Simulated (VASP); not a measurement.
Al2Cu (Khatyrkite):

```
Cu Al
1.0
    -3.01314    3.01314    2.42213
     3.01314   -3.01314    2.42213
     3.01314    3.01314   -2.42213
Cu Al
2 4
Direct
  0.25000 0.25000 0.00000
  0.75000 0.75000 0.00000
  0.34190 0.15810 0.50000
  0.84190 0.34190 0.18380
  0.65810 0.84190 0.50000
  0.15810 0.65810 0.81620
```

Base run:

```yaml
Program: VASP 6.6.1
Functional: PBE
Potentials_or_basis: VASP PAW PBE potentials, release 64 (Cu, Al)
Cutoff: 520 eV
k_mesh: 7 × 7 × 7
Occupations: fermi-dirac, width 0.05 eV
Spin: no spin polarisation
```

Its results: band gap on the k mesh zero (band 17 reaches 10.24 eV, above the bottom of band 18 at 6.52 eV); pressure 2.0 GPa; largest force 0.013 eV/Å.

Task: The run is repeated on the same cell with these changes: functional from PBE to PBEsol. What comes out?

Result: Band gap on the k mesh zero (band 17 reaches 10.14 eV, above the bottom of band 18 at 6.43 eV); pressure -1.3 GPa; largest force 0.056 eV/Å.

PBEsol binds more tightly than PBE, so the same cell stands under less pressure.

Caveats: the PAW data sets were made with another functional, which shifts forces and pressure a little (some runs).
